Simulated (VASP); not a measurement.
Runs of VASP 6.6.1 on AlRu. The structure is that of space group Pm-3m (No. 221), or close to it. The cells are those of the table. 

```tsv
cell	further INCAR settings	gap on the mesh (eV)	pressure (GPa)
a = 3.081, b = 2.992, c = 2.992 Å, 2 atoms	ALGO = Fast; EDIFF = 1e-06; NBANDS = 16	none	(a)
a = 2.962, b = 2.992, c = 2.992 Å, 2 atoms	ALGO = Fast; EDIFF = 1e-06; NBANDS = 16	none	4.8
a = 2.902, b = 2.992, c = 2.992 Å, 2 atoms	ALGO = Fast; EDIFF = 1e-06; NBANDS = 16	none	9.7
a = 3.022, b = 2.992, c = 2.992 Å, 2 atoms	ALGO = Fast; EDIFF = 1e-06; NBANDS = 16	none	0.5
a = 2.932, b = 2.992, c = 2.992 Å, 2 atoms	ALGO = Fast; EDIFF = 1e-07; NBANDS = 16	none	(b)
```

Alike in all rows: task single point; level PBE; potentials or basis VASP PAW PBE potentials, release 64 (Al, Ru_pv); no spin polarisation; k mesh 16 × 16 × 16; cutoff (eV) 520; smearing gaussian 0.15 eV.

Q: Fill in the values left out.

A: (a) -3.3; (b) 7.2.

A k mesh can miss the band edges, and the runs leave out spin-orbit coupling on Ru.

A gap of «none» marks levels without a gap at the run's occupations.
